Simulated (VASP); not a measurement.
Runs of VASP 6.6.1 on CdSe. Symmetry: F-43m, No. 216, cubic system. The conventional cell has a = 6.136 Å, b = 6.136 Å, c = 6.136 Å, α = 90.00°, β = 90.00°, γ = 90.00°. Within 3.5 Å of Cd (site symmetry -43m) lie 4 Se at 2.66 Å. Within 3.5 Å of Se (site symmetry -43m) lie 4 Cd at 2.66 Å. 

| level | potentials or basis | k mesh | grid for exact exchange (PRECFOCK) | screening parameter | gap on the mesh (eV) | pressure (GPa) |
| --- | --- | --- | --- | --- | --- | --- |
| PBE | VASP PAW PBE potentials, release 64 (Cd, Se) | 4 × 4 × 4 | - | - | 0.54 | 1.9 |
| PBE | VASP PAW PBE potentials, release 64 (Cd, Se) | 6 × 6 × 6 | - | - | 0.55 | (c) |
| r2SCAN | VASP PAW PBE potentials, release 64 (Cd, Se) | 4 × 4 × 4 | - | - | (b) | 0.4 |
| LDA | VASP PAW LDA potentials, release 64 (Cd, Se) | 4 × 4 × 4 | - | - | 0.29 | (a) |
| HSE06 | VASP PAW PBE potentials, release 64 (Cd, Se) | 4 × 4 × 4 | Normal | 0.2079 1/Å | 1.50 | 0.5 |

Alike in all rows: task single point; no spin polarisation; cell as given; cutoff (eV) 520; smearing gaussian 0.01 eV.

Q: Estimate the missing entries.

A: (a) -2.6; (b) 1.01; (c) 1.7.

Caveats: some runs use coarse meshes; the PAW data sets were made with another functional, which shifts forces and pressure a little (some runs).

A k mesh can miss the band edges, and the runs leave out spin-orbit coupling on Cd, Se.
